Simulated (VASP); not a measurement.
AlCo, 2 atoms in the cell. Symmetry: P4/mmm, No. 123, tetragonal system. Conventional cell: a = 2.777 Å, b = 2.777 Å, c = 2.735 Å, α = 90.00°, β = 90.00°, γ = 90.00°. Al (site symmetry 4/mmm) has 8 Co at 2.39 Å and 6 Al at 2.73 to 2.78 Å within 3.2 Å. Within 3.2 Å of Co (site symmetry 4/mmm) lie 8 Al at 2.39 Å and 6 Co at 2.73 to 2.78 Å.  This cell differs from its parent crystal: strain -0.015 along x and y, -0.030 along z.

- Program: VASP 6.6.1
- Task: single point
- Functional: PBEsol
- Potentials or basis: VASP PAW PBE potentials, release 64 (Al, Co)
- Cutoff: 520 eV
- k mesh: 16 × 16 × 16
- Occupations: gaussian, width 0.15 eV
- Spin: no spin polarisation
- Dipole correction: no
- Further INCAR settings: ALGO = Fast; EDIFF = 1e-06; NBANDS = 13

Potentials or basis: VASP PAW PBE potentials, release 64 (Al, Co).

The run is started by

```sh
$ cat potpaw_PBE.64/Al/POTCAR potpaw_PBE.64/Co/POTCAR > POTCAR
$ mpirun -np 1 vasp_std > vasp.out
```

Hardware: 1 thread of Intel Xeon 8259CL (shared host).

Question: Estimate the wall time of this run.

Answer: Run time: 2 min on 1 thread of Intel Xeon 8259CL, on a shared host, peak memory 0.24 GiB. Counts: scf iterations 15, k points 405.
